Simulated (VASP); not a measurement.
CdCu3Mo, 5 atoms in the cell. The structure is cubic, space group Pm-3m (No. 221). Conventional cell: a = 4.700 Å, b = 4.700 Å, c = 4.700 Å, α = 90.00°, β = 90.00°, γ = 90.00°. Within 4.4 Å of Cd (site symmetry m-3m) lie 12 Cu at 3.32 Å and 8 Mo at 4.07 Å. Cu (site symmetry 4/mmm) has 2 Mo at 2.35 Å within 3.1 Å. Mo (site symmetry m-3m) has 6 Cu at 2.35 Å within 3.1 Å. 

- Program: VASP 6.6.1
- Task: single point
- Functional: PBE
- Potentials or basis: VASP PAW PBE potentials, release 64 (Cd, Cu, Mo_sv)
- Cutoff: 520 eV
- k mesh: 4 × 4 × 4
- Occupations: gaussian, width 0.2 eV
- Spin: no spin polarisation
- Dipole correction: no
- Further INCAR settings: ALGO = Normal; EDIFF = 1e-07; NBANDS = 38

Potentials or basis: VASP PAW PBE potentials, release 64 (Cd, Cu, Mo_sv).

Launch:

```sh
$ cat potpaw_PBE.64/Cd/POTCAR potpaw_PBE.64/Cu/POTCAR potpaw_PBE.64/Mo_sv/POTCAR > POTCAR
$ mpirun -np 1 vasp_std > vasp.out
```

Hardware: 1 thread of Intel(R) Xeon(R) 6975P-C (Granite Rapids), with other jobs on the host.

**Question.** How long does it take, and how much memory?

**Answer.** Wall time 21 s on 1 thread of Intel(R) Xeon(R) 6975P-C (Granite Rapids), on a shared host, peak memory 0.21 GiB. Counts: scf iterations 16, k points 10.
